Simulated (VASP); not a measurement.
Set up this calculation in VASP 6.6.1, as the native input.

```yaml
Task: single point
Functional: r2SCAN
Dispersion: rVV10
Potentials_or_basis: VASP PAW PBE potentials, release 64 (Al, P)
Cutoff: 550 eV
k_mesh: 8 × 8 × 8
Occupations: gaussian, width 0.02 eV
Spin: no spin polarisation
Dipole_correction: no
Further_INCAR_settings: ALGO = Normal; EDIFF = 1e-06; NBANDS = 11
```

Crystal: AlP.

```
CELL_PARAMETERS angstrom
0.00000 2.73458 2.73458
2.73458 0.00000 2.73458
2.73458 2.73458 0.00000
ATOMIC_POSITIONS crystal
Al 0.00000 0.00000 0.00000
P 0.25000 0.25000 0.25000
```

These files were run (other wordings do the same):

POSCAR

```
AlP
1.0
    0.0000000000      2.7345801054      2.7345801054
    2.7345801054      0.0000000000      2.7345801054
    2.7345801054      2.7345801054      0.0000000000
Al P
1 1
Direct
    0.0000000000      0.0000000000      0.0000000000
    0.2500000000      0.2500000000      0.2500000000
```

INCAR.step1

```
SYSTEM = AlP
PREC = Accurate ; ENCUT = 550
ISMEAR = 0 ; SIGMA = 0.02
LREAL = .FALSE. ; LASPH = .TRUE.
NELM = 120 ; NBANDS = 11
GGA = PE ; ALGO = Normal
EDIFF = 1E-5 ; LWAVE = .TRUE.
LCHARG = .FALSE. ; GGA_COMPAT = .FALSE.
```

INCAR.step2

```
SYSTEM = AlP
PREC = Accurate ; ENCUT = 550
EDIFF = 1E-6 ; ISMEAR = 0
SIGMA = 0.02 ; LREAL = .FALSE.
LASPH = .TRUE. ; NELM = 120
ALGO = Normal ; ISIF = 2
LWAVE = .FALSE. ; LCHARG = .FALSE.
METAGGA = R2SCAN ; LMIXTAU = .TRUE.
LUSE_VDW = .TRUE. ; IVDW_NL = 2
BPARAM = 11.95 ; CPARAM = 0.0093
NBANDS = 11 ; ISTART = 1
GGA_COMPAT = .FALSE.
```

KPOINTS

```
regular mesh
0
G
  8 8 8
  0 0 0
```

Potentials or basis: VASP PAW PBE potentials, release 64 (Al, P).

Launch:

```sh
$ cat potpaw_PBE.64/Al/POTCAR potpaw_PBE.64/P/POTCAR > POTCAR
$ cp INCAR.step1 INCAR
$ mpirun -np 1 vasp_std > vasp.out
$ cp INCAR.step2 INCAR
$ mpirun -np 1 vasp_std > vasp.out
```

Results of the run:

* Pressure: -0.3 GPa
* Band gap on the k mesh: 1.87 eV (least direct gap 3.92 eV)

Caveat: the PAW data sets were made with another functional, which shifts forces and pressure a little.

It took 100 s on 1 thread of Intel(R) Xeon(R) Platinum 8259CL CPU @ 2.50GHz (Skylake/Cascade Lake) (shared host), peak memory 0.28 GiB.
